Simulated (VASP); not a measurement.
# Na3BiH6 (Im-3m) in VASP: a series of runs

Na3BiH6 is run at these levels: PBE; tasks: single point, relaxation of cell and atoms.

Everything below comes from runs of VASP 6.6.1. Logs are shortened: lines on timing, memory, paths and dates and some standing lists are left out, and cuts for length are marked.

### Step 1. The cell of the first run

Symmetry: Im-3m, No. 229, cubic system. The conventional cell has a = 8.300 Å, b = 8.300 Å, c = 8.300 Å, α = 90.00°, β = 90.00°, γ = 90.00°. Within 2.7 Å of Na (site symmetry 4/mmm) lie 2 H at 2.04 Å. Within 2.8 Å of Bi (site symmetry m-3m) lie 6 H at 2.11 Å. Within 2.7 Å of H (site symmetry 4mm) lie 1 Na at 2.04 Å and 1 Bi at 2.11 Å.

### Step 2. Single point, PBE

INCAR reads:

```
PREC = Accurate ; ENCUT = 520
EDIFF = 1E-6 ; ISMEAR = 0
SIGMA = 0.02 ; LREAL = False
LASPH = True ; NELM = 60
ALGO = Normal ; ISIF = 2
LWAVE = False ; LCHARG = False
GGA = PE ; NBANDS = 32
```

KPOINTS reads:

```
Automatic mesh
0
Gamma
  6 6 6
```

POSCAR reads:

```
Na3BiH6
1.0
   -4.1497674714      4.1497674714      4.1497674714
    4.1497674714     -4.1497674714      4.1497674714
    4.1497674714      4.1497674714     -4.1497674714
Na Bi H
3 1 6
Direct
    0.0000000000      0.5000000000      0.5000000000
    0.5000000000      0.0000000000      0.5000000000
    0.5000000000      0.5000000000      0.0000000000
    0.0000000000      0.0000000000      0.0000000000
    0.0000000000      0.2542902377      0.2542902377
    0.0000000000      0.7457097623      0.7457097623
    0.2542902377      0.0000000000      0.2542902377
    0.7457097623      0.0000000000      0.7457097623
    0.2542902377      0.2542902377      0.0000000000
    0.7457097623      0.7457097623      0.0000000000
```

Potentials or basis: VASP PAW PBE potentials, release 64 (Na_pv, Bi_d, H).

Command:

```
$ cat potpaw_PBE.64/Na_pv/POTCAR potpaw_PBE.64/Bi_d/POTCAR potpaw_PBE.64/H/POTCAR > POTCAR
$ mpirun -np 1 vasp_std > vasp.out
```

OUTCAR:

```text
PREC = Accurate
   ENCUT = 520
   EDIFF = 1E-6
   ISMEAR = 0
   LREAL = False
   LASPH = True
   NELM = 60
   ISIF = 2
   GGA = PE

 ion  position               nearest neighbor table
   1  0.000  0.500  0.500-
   2  0.500  0.000  0.500-
   3  0.500  0.500  0.000-
   4  0.000  0.000  0.000-   5 2.11   6 2.11   7 2.11   8 2.11   9 2.11  10 2.11
   5  0.000  0.254  0.254-   4 2.11
   6  0.000  0.746  0.746-   4 2.11
   7  0.254  0.000  0.254-   4 2.11
   8  0.746  0.000  0.746-   4 2.11
   9  0.254  0.254  0.000-   4 2.11
  10  0.746  0.746  0.000-   4 2.11

  LATTYP: Found a body centered cubic cell.
 ALAT       =     8.2995349428

  Lattice vectors:

 A1 = (  -4.1497674714,   4.1497674714,   4.1497674714)
 A2 = (   4.1497674714,  -4.1497674714,   4.1497674714)
 A3 = (   4.1497674714,   4.1497674714,  -4.1497674714)

Analysis of symmetry for initial positions (statically):
=====================================================================
 Subroutine PRICEL returns:
 Original cell was already a primitive cell.

 Routine SETGRP: Setting up the symmetry group for a
 body centered cubic supercell.

 Subroutine GETGRP returns: Found 48 space group operations
 (whereof 48 operations were pure point group operations)
 out of a pool of 48 trial point group operations.

The static configuration has the point symmetry O_h .

Analysis of symmetry for dynamics (positions and initial velocities):
=====================================================================
 Subroutine PRICEL returns:
 Original cell was already a primitive cell.

 Routine SETGRP: Setting up the symmetry group for a
 body centered cubic supercell.

 Subroutine GETGRP returns: Found 48 space group operations
 (whereof 48 operations were pure point group operations)
 out of a pool of 48 trial point group operations.

The dynamic configuration has the point symmetry O_h .

 Subroutine INISYM returns: Found 48 space group operations
 (whereof 48 operations are pure point group operations),
 and found     1 'primitive' translations

----------------------------------------------------------------------------------------

                                     Primitive cell

  volume of cell :     285.8454

  direct lattice vectors                    reciprocal lattice vectors
    -4.149767471  4.149767471  4.149767471     0.000000000  0.120488679  0.120488679
     4.149767471 -4.149767471  4.149767471     0.120488679  0.000000000  0.120488679
     4.149767471  4.149767471 -4.149767471     0.120488679  0.120488679  0.000000000

  length of vectors
     7.187608100  7.187608100  7.187608100     0.170396724  0.170396724  0.170396724

  position of ions in fractional coordinates (direct lattice)
     0.000000000  0.500000000  0.500000000
     0.500000000  0.000000000  0.500000000
     0.500000000  0.500000000  0.000000000
     0.000000000  0.000000000  0.000000000
     0.000000000  0.254290238  0.254290238
     0.000000000  0.745709762  0.745709762
     0.254290238  0.000000000  0.254290238
     0.745709762  0.000000000  0.745709762
     0.254290238  0.254290238  0.000000000
     0.745709762  0.745709762  0.000000000

  ion indices of the primitive-cell ions
   primitive index   ion index
                 1           1
                 2           2
                 3           3
                 4           4
                 5           5
                 6           6
                 7           7
                 8           8
                 9           9
                10          10

----------------------------------------------------------------------------------------

 KPOINTS: Automatic mesh

Automatic generation of k-mesh.
 Grid dimensions read from file:
 generate k-points for:    6    6    6

 Generating k-lattice:

  Cartesian coordinates                     Fractional coordinates (reciprocal lattice)
     0.000000000  0.020081446  0.020081446     0.166666667  0.000000000  0.000000000
     0.020081446  0.000000000  0.020081446     0.000000000  0.166666667  0.000000000
     0.020081446  0.020081446  0.000000000     0.000000000  0.000000000  0.166666667

  Length of vectors
     0.028399454  0.028399454  0.028399454

  Shift w.r.t. Gamma in fractional coordinates (k-lattice)
     0.000000000  0.000000000  0.000000000

 Subroutine IBZKPT returns following result:
 ===========================================

 Found     16 irreducible k-points:

 Following reciprocal coordinates:
            Coordinates               Weight
  0.000000  0.000000  0.000000      1.000000
  0.166667  0.000000  0.000000     12.000000
  0.333333  0.000000  0.000000     12.000000
  0.500000  0.000000  0.000000      6.000000
  0.166667  0.166667  0.000000     24.000000
  0.333333  0.166667  0.000000     48.000000
[... 8 lines left out ...]
  0.500000  0.500000  0.333333     12.000000
  0.500000  0.500000  0.500000      1.000000
   k-points           NKPTS =     16   k-points in BZ     NKDIM =     16   number of bands    NBANDS=     32
   number of dos      NEDOS =    301   number of ions     NIONS =     10
   total plane-waves  NPLWV = 157464
   dimension x,y,z NGX =    54 NGY =   54 NGZ =   54
   dimension x,y,z NGXF=   108 NGYF=  108 NGZF=  108
   ions per type =               3   1   6
   NGX,Y,Z   is equivalent  to a cutoff of  12.49, 12.49, 12.49 a.u.
   NGXF,Y,Z  is equivalent  to a cutoff of  24.98, 24.98, 24.98 a.u.
 SYSTEM =  unknown system
   PREC   = accura    normal or accurate (medium, high low for compatibility)
   ISTART =      0    job   : 0-new  1-cont  2-samecut
   ICHARG =      2    charge: 1-file 2-atom 10-const
   ISPIN  =      1    spin polarized calculation?
   LNONCOLLINEAR =      F non collinear calculations
   LSORBIT =      F    spin-orbit coupling
   LASPH  =      T    aspherical Exc in radial PAW
   ENCUT  =  520.0 eV  38.22 Ry    6.18 a.u.  13.36 13.36 13.36*2*pi/ulx,y,z
   NELM   =     60;   NELMIN=  2; NELMDL= -5     # of ELM steps
   EDIFF  = 0.1E-05   stopping-criterion for ELM
   LREAL  =      F    real-space projection
   EDIFFG = 0.1E-04   stopping-criterion for IOM
   NSW    =      0    number of steps for IOM
   IBRION =     -1    ionic relax: 0-MD 1-quasi-New 2-CG
   NFREE  =      0    steps in history (QN), initial steepest desc. (CG)
   ISIF   =      2    stress and relaxation
   ISYM   =      2    0-nonsym 1-usesym 2-fastsym
   POTIM  = 0.5000    time-step for ionic-motion
   TEBEG  =    0.0;   TEEND  =   0.0 temperature during run
   PSTRESS=    0.0 pullay stress
   NELECT =      42.0000    total number of electrons
   NUPDOWN=      -1.0000    fix difference up-down
   EMIN   =  10.00;   EMAX   =-10.00  energy-range for DOS
   EFERMI =   0.00;   METHOD = LEGACY
   ISMEAR =     0;   SIGMA  =   0.02  broadening in eV -4-tet -1-fermi 0-gaus
   EFERMI_NEDOS =   21; number of points for ismear=-14 and -15
   IALGO  =     38    algorithm
   IMIX   =      4    mixing-type and parameters
     AMIX     =   0.40;   BMIX     =  1.00
     AMIX_MAG =   1.60;   BMIX_MAG =  1.00
  volume/ion in A,a.u.               =      28.58       192.90
  Fermi-wavevector in a.u.,A,eV,Ry     =   0.863868  1.632474 10.153597  0.746268
  Thomas-Fermi vector in A             =   1.981881
   LORBIT       =      0    0 simple, 1 ext, 2 COOP (PROOUT), +10 PAW based schemes
   GGA     = PE    functional components
   LHFCALC =     F    Hartree Fock is set to
   AEXX    =    0.0000 exact exchange contribution
   IVDW    =     0    specifies the selected vdW correction
   LEPSILON=     F    determine dielectric tensor
   LRPA    =     F    only Hartree local field effects (RPA)
 non-spin polarized calculation
 Gauss-broadening in eV      SIGMA  =   0.02
  energy-cutoff  :      520.00
  volume of cell :      285.85
 maximum number of plane-waves:      7803
 NGX is ok and might be reduce to    54
   NGX = 27   NGY = 27   NGZ = 27

 number of electron      42.0000013 magnetization

 Free energy of the ion-electron system (eV)
  ---------------------------------------------------
  ext. energy  EPLUGINS =         0.00000000
  ---------------------------------------------------
  free energy    TOTEN  =       -25.26221184 eV

  energy without entropy =      -25.26221184  energy(sigma->0) =      -25.26221184

 E-fermi :  -1.0523     XC(G=0):  -5.3919

 val. band max:       -1.1505600371   @ k =   0.3333   0.1667   0.1667
 cond. band min:       0.6121042834   @ k =   0.5000   0.0000   0.0000
 fundamental gap:      1.7626643205
 Fermi energy:        -1.0522934897

 k-point     1 :       0.0000    0.0000    0.0000
  band No.  band energies     occupation
      1     -25.4229      2.00000
      2     -25.4229      2.00000
      3     -25.4229      2.00000
      4     -25.4177      2.00000
      5     -25.4177      2.00000
      6     -25.4177      2.00000
[... 24 lines left out ...]
     31       3.1689      0.00000
     32       4.0121      0.00000

 k-point     2 :       0.1667    0.0000    0.0000
  band No.  band energies     occupation
      1     -25.4229      2.00000
      2     -25.4226      2.00000
      3     -25.4226      2.00000
      4     -25.4180      2.00000
      5     -25.4180      2.00000
      6     -25.4177      2.00000
[... 24 lines left out ...]
     31       3.5771      0.00000
     32       4.5050      0.00000

 k-point     3 :       0.3333    0.0000    0.0000
  band No.  band energies     occupation
      1     -25.4229      2.00000
      2     -25.4216      2.00000
      3     -25.4216      2.00000
      4     -25.4190      2.00000
      5     -25.4190      2.00000
      6     -25.4177      2.00000
[... 24 lines left out ...]
     31       4.5225      0.00000
     32       4.9119      0.00000

 k-point     4 :       0.5000    0.0000    0.0000
  band No.  band energies     occupation
      1     -25.4229      2.00000
      2     -25.4203      2.00000
      3     -25.4203      2.00000
      4     -25.4203      2.00000
      5     -25.4203      2.00000
      6     -25.4177      2.00000
[... 24 lines left out ...]
     31       4.9151      0.00000
     32       5.0620      0.00000

 k-point     5 :       0.1667    0.1667    0.0000
  band No.  band energies     occupation
      1     -25.4226      2.00000
      2     -25.4226      2.00000
      3     -25.4216      2.00000
      4     -25.4190      2.00000
      5     -25.4180      2.00000
      6     -25.4180      2.00000
[... 304 lines left out ...]
     31       4.9157      0.00000
     32       4.9993      0.00000

 k-point    14 :      -0.3333    0.3333    0.3333
  band No.  band energies     occupation
      1     -25.4229      2.00000
      2     -25.4229      2.00000
      3     -25.4216      2.00000
      4     -25.4190      2.00000
      5     -25.4177      2.00000
      6     -25.4177      2.00000
[... 24 lines left out ...]
     31       4.8757      0.00000
     32       4.8757      0.00000

 k-point    15 :       0.5000    0.5000    0.3333
  band No.  band energies     occupation
      1     -25.4229      2.00000
      2     -25.4226      2.00000
      3     -25.4226      2.00000
      4     -25.4180      2.00000
      5     -25.4180      2.00000
      6     -25.4177      2.00000
[... 24 lines left out ...]
     31       4.4384      0.00000
     32       4.6454      0.00000

 k-point    16 :       0.5000    0.5000    0.5000
  band No.  band energies     occupation
      1     -25.4229      2.00000
      2     -25.4229      2.00000
      3     -25.4229      2.00000
      4     -25.4177      2.00000
      5     -25.4177      2.00000
      6     -25.4177      2.00000
[... 24 lines left out ...]
     31       4.3297      0.00000
     32       4.3297      0.00000

------------------------ aborting loop because EDIFF is reached ----------------------------------------

  FORCE on cell =-STRESS in cart. coord.  units (eV):
  Direction    XX          YY          ZZ          XY          YZ          ZX
  --------------------------------------------------------------------------------------
  -------------------------------------------------------------------------------------
  Total       -0.1115241     -0.1115241     -0.1115241      0.0000000      0.0000000     -0.0000000
  in kB       -0.6250976     -0.6250976     -0.6250976      0.0000000      0.0000000     -0.0000000
  external PRESSURE =      -0.6250976 kB  Pullay stress =       0.0000000 kB

 VOLUME and BASIS-vectors are now :
 -----------------------------------------------------------------------------
  energy-cutoff  :      520.00
  volume of cell :      285.85
      direct lattice vectors                 reciprocal lattice vectors
    -4.149767471  4.149767471  4.149767471     0.000000000  0.120488679  0.120488679
     4.149767471 -4.149767471  4.149767471     0.120488679  0.000000000  0.120488679
     4.149767471  4.149767471 -4.149767471     0.120488679  0.120488679  0.000000000

 POSITION                                       TOTAL-FORCE (eV/Angst)
 -----------------------------------------------------------------------------------
      4.14977      0.00000      0.00000        -0.000000      0.000000     -0.000000
      0.00000      4.14977      0.00000        -0.000000      0.000000     -0.000000
      0.00000      0.00000      4.14977        -0.000000      0.000000     -0.000000
      0.00000      0.00000      0.00000        -0.000000      0.000000     -0.000000
      2.11049      0.00000      0.00000        -0.003498      0.000000     -0.000000
      6.18904      0.00000      0.00000         0.003498      0.000000     -0.000000
      0.00000      2.11049      0.00000        -0.000000     -0.003498     -0.000000
      0.00000      6.18904      0.00000        -0.000000      0.003498     -0.000000
      0.00000      0.00000      2.11049        -0.000000     -0.000000     -0.003498
      0.00000      0.00000      6.18904        -0.000000     -0.000000      0.003498
 -----------------------------------------------------------------------------------
    total drift:                                0.000000      0.000000     -0.000000

  FREE ENERGIE OF THE ION-ELECTRON SYSTEM (eV)
  ---------------------------------------------------
  free  energy   TOTEN  =       -25.2622118428 eV

  energy  without entropy=      -25.2622118428  energy(sigma->0) =      -25.26221184
```

It took 3 min on 1 thread of AMD EPYC 9755, shared host; peak memory 0.43 GiB.

What came out:

| Item | Value |
| --- | --- |
| Free energy | -25.2622 eV |
| Pressure | -0.1 GPa |
| Largest force | 0.003 eV/Å |
| Band gap on the k mesh | 1.76 eV, indirect (least direct gap 1.81 eV) |

Forces in eV/Å, atoms in the order of the input:
```
Na   0.000  0.000  0.000
Na   0.000  0.000  0.000
Na   0.000  0.000  0.000
Bi   0.000  0.000  0.000
H   -0.003  0.000  0.000
H    0.003  0.000  0.000
H    0.000 -0.003  0.000
H    0.000  0.003  0.000
H    0.000  0.000 -0.003
H    0.000  0.000  0.003
```

Caveat: spin-orbit coupling is left out, which moves the levels of the heavy elements.

### Step 3. Relaxation of cell and atoms, PBE

INCAR reads:

```
SYSTEM = Na3BiH6
PREC = Accurate
ENCUT = 600
EDIFF = 1E-6
ISMEAR = 0
SIGMA = 0.02
LREAL = .False.
LASPH = .True.
NELM = 60
ALGO = Normal
ISIF = 3
LWAVE = .False.
LCHARG = .False.
GGA = PE
IBRION = 2
NSW = 100
EDIFFG = -0.01
```

KPOINTS reads:

```
Automatic mesh
0
Gamma
  6 6 6
  0 0 0
```

POSCAR is that of step 2.

Potentials or basis: VASP PAW PBE potentials, release 64 (Na_pv, Bi_d, H).

Command:

```
$ cat potpaw_PBE.64/Na_pv/POTCAR potpaw_PBE.64/Bi_d/POTCAR potpaw_PBE.64/H/POTCAR > POTCAR
$ mpirun -np 1 vasp_std > vasp.out
```

It took 3.5 min on 1 thread of AMD EPYC 9755, shared host; peak memory 0.52 GiB.

The run converged. Its results:

- Free energy: -25.2639 eV
- Pressure after relaxing: 0.0 GPa
- Largest force after relaxing: 0.004 eV/Å
- Band gap on the k mesh: 1.76 eV, indirect (least direct gap 1.81 eV)

Forces on the atoms (eV/Å):
```
Na   0.000  0.000  0.000
Na   0.000  0.000  0.000
Na   0.000  0.000  0.000
Bi   0.000  0.000  0.000
H   -0.004  0.000  0.000
H    0.004  0.000  0.000
H    0.000 -0.004  0.000
H    0.000  0.004  0.000
H    0.000  0.000 -0.004
H    0.000  0.000  0.004
```

Final structure:
```
Na Bi H
1.0
    -4.14977    4.14977    4.14977
     4.14977   -4.14977    4.14977
     4.14977    4.14977   -4.14977
Na Bi H
3 1 6
Direct
  0.00000 0.50000 0.50000
  0.50000 0.00000 0.50000
  0.50000 0.50000 0.00000
  0.00000 0.00000 0.00000
  0.00000 0.25429 0.25429
  0.00000 0.74571 0.74571
  0.25429 0.00000 0.25429
  0.74571 0.00000 0.74571
  0.25429 0.25429 0.00000
  0.74571 0.74571 0.00000
```

Levels at points of the mesh, in eV from the valence-band top:
```tsv
k point	band 19	band 20	band 21	band 22	band 23	band 24
(0.00, 0.00, 0.00)	-1.40	-1.40	-1.29	3.54	3.54	3.54
(0.50, 0.00, 0.00)	-1.48	-1.09	-0.17	1.76	2.71	2.75
(0.50, 0.50, 0.50)	-1.74	-1.74	-0.03	2.99	2.99	2.99
```

Caveat: the relaxation stopped at its first step, so nothing moved; spin-orbit coupling is left out, which moves the levels of the heavy elements.
